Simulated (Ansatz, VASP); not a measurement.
**InP: VASP beside Ansatz**

```
In P
1.0
     0.00000    2.95344    2.95344
     2.95344    0.00000    2.95344
     2.95344    2.95344    0.00000
In P
1 1
Cartesian
  0.0000 0.0000 0.0000
  4.4302 4.4302 4.4302
```

Alike in both runs: task single point; functional r2SCAN; k mesh 10 × 10 × 10; occupations gaussian, width 0.05 eV; no spin polarisation.

|  | VASP | Ansatz |
| --- | --- | --- |
| version | VASP 6.6.1 | Ansatz 0.2.0 |
| potentials or method | VASP PAW PBE potentials, release 64 (In_d, P), cutoff 520 eV | scalar-relativistic, plane waves, PAW |
| valence electrons in the cell | 18 | 18 |

|  | VASP | Ansatz | Ansatz less VASP |
| --- | --- | --- | --- |
| gap on the k mesh at the Fermi level (eV) | 1.03 | 1.03 | -0.004 |
| least direct gap on the mesh (eV) | 1.03 | 1.03 | -0.004 |
| pressure (GPa) | -0.1 | 0.0 | +0.10 |

VASP's potentials were made for PBE, not for r2SCAN.
